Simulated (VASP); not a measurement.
A run of VASP 6.6.1 is set up as follows.

INCAR

```
SYSTEM = Be2ZnSe3
ALGO = Normal
EDIFF = 1E-6
ENCUT = 520
GGA = PE
ISIF = 2
ISMEAR = 0
LASPH = .TRUE.
LCHARG = .TRUE.
LELF = .TRUE.
LREAL = .FALSE.
LVHAR = .TRUE.
LWAVE = .FALSE.
NBANDS = 46
NELM = 100
PREC = Accurate
SIGMA = 0.2
```

File KPOINTS:

```
k-points
0
G
  6 4 2
  0 0 0
```

File POSCAR:

```
Be2ZnSe3
1.0
    0.0000000000      0.0000000000      3.3584273403
    3.0910267201     -5.5989395734      0.0000000000
    9.2730801604      5.5989395734      0.0000000000
Be Zn Se
4 2 6
Direct
    0.5000000000      0.5000000000      1.0000000000
    0.5000000000      0.0000000000      0.5000000000
    0.5000000000      0.7500000000      0.2500000000
    0.5000000000      0.2500000000      0.7500000000
    0.0000000000      0.5000000000      0.5000000000
    0.0000000000      1.0000000000      0.0000000000
    0.0000000000      0.6908876247      0.1030374584
    1.0000000000      0.1908876247      0.6030374584
    0.0000000000      0.8091123753      0.3969625416
    0.0000000000      0.3091123753      0.8969625416
    0.5000000000      0.2500000000      0.2500000000
    0.5000000000      0.7500000000      0.7500000000
```

Potentials or basis: VASP PAW PBE potentials, release 64 (Be, Zn, Se).

Command:

```sh
$ cat potpaw_PBE.64/Be/POTCAR potpaw_PBE.64/Zn/POTCAR potpaw_PBE.64/Se/POTCAR > POTCAR
$ mpirun -np 1 vasp_std > vasp.out
```

**Question.** Predict the band gap on the k mesh.

**Answer.** Zero (bands 34 and 35 overlap by 2.28 eV).

**Question.** Estimate the largest force.

**Answer.** 0.049 eV/Å.

**Question.** Predict the pressure.

**Answer.** 0.2 GPa.

Forces on the atoms (eV/Å):
```
Be   0.000  0.000  0.000
Be   0.000  0.000  0.000
Be   0.000  0.000  0.000
Be   0.000  0.000  0.000
Zn   0.000  0.000  0.000
Zn   0.000  0.000  0.000
Se   0.002  0.049  0.000
Se   0.002  0.049  0.000
Se  -0.002 -0.049  0.000
Se  -0.002 -0.049  0.000
Se   0.000  0.000  0.000
Se   0.000  0.000  0.000
```
